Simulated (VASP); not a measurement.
Write the native input for VASP 6.6.1 that does the following.

```
Task                   : single point
Functional             : r2SCAN
Potentials or basis    : VASP PAW PBE potentials, release 64 (P, Al, Sb)
Cutoff                 : 520 eV
k mesh                 : 6 × 6 × 2
Occupations            : gaussian, width 0.01 eV
Spin                   : no spin polarisation
Dipole correction      : no
Further INCAR settings : ALGO = Normal; EDIFF = 1e-07; NBANDS = 26
```

Al4SbP3:

```
CELL_PARAMETERS angstrom
3.99700 0.00000 0.00000
0.00000 3.99700 0.00000
0.00000 0.00000 11.28279
ATOMIC_POSITIONS crystal
P 0.00000 0.00000 0.23502
P 0.50000 0.50000 0.00000
P 0.00000 0.00000 0.76498
Al 0.00000 0.50000 0.11737
Al 0.50000 0.00000 0.88263
Al 0.00000 0.50000 0.64704
Al 0.50000 0.00000 0.35296
Sb 0.50000 0.50000 0.50000
```

One way to write it, as run:

POSCAR

```
Al4SbP3
1.0
    3.9969990111      0.0000000000      0.0000000000
    0.0000000000      3.9969990111      0.0000000000
    0.0000000000      0.0000000000     11.2827857231
P Al Sb
3 4 1
Direct
    0.0000000000      0.0000000000      0.2350240480
    0.5000000000      0.5000000000      0.0000000000
    0.0000000000      0.0000000000      0.7649759520
    0.0000000000      0.5000000000      0.1173674920
    0.5000000000      0.0000000000      0.8826325080
    0.0000000000      0.5000000000      0.6470439371
    0.5000000000      0.0000000000      0.3529560629
    0.5000000000      0.5000000000      0.5000000000
```

INCAR.step1

```
  PREC = Accurate
  ENCUT = 520
  ISMEAR = 0
  SIGMA = 0.01
  LREAL = False
  LASPH = True
  NELM = 60
  NBANDS = 26
  GGA = PE
  ALGO = Normal
  EDIFF = 1E-4
  LWAVE = True
  LCHARG = False
```

INCAR.step2

```
  PREC = Accurate
  ENCUT = 520
  EDIFF = 1E-7
  ISMEAR = 0
  SIGMA = 0.01
  LREAL = False
  LASPH = True
  NELM = 60
  ALGO = Normal
  ISIF = 2
  LWAVE = False
  LCHARG = True
  METAGGA = R2SCAN
  LMIXTAU = True
  LELF = True
  LVHAR = True
  NBANDS = 26
  ISTART = 1
```

KPOINTS

```
regular mesh
0
Gamma
  6 6 2
```

Potentials or basis: VASP PAW PBE potentials, release 64 (P, Al, Sb).

Command:

```console
$ cat potpaw_PBE.64/P/POTCAR potpaw_PBE.64/Al/POTCAR potpaw_PBE.64/Sb/POTCAR > POTCAR
$ cp INCAR.step1 INCAR
$ mpirun -np 1 vasp_std > vasp.out
$ cp INCAR.step2 INCAR
$ mpirun -np 1 vasp_std > vasp.out
```

It gave:

```
Pressure               : -0.1 GPa
Largest force          : 0.055 eV/Å
Band gap on the k mesh : 0.97 eV (least direct gap 1.18 eV)
```

Caveat: the PAW data sets were made with another functional, which shifts forces and pressure a little; spin-orbit coupling is left out, which moves the levels of the heavy elements.

Wall time 9.7 min on 1 thread of Intel(R) Xeon(R) Platinum 8259CL CPU @ 2.50GHz (Skylake/Cascade Lake), with other jobs on the host, peak memory 0.34 GiB.
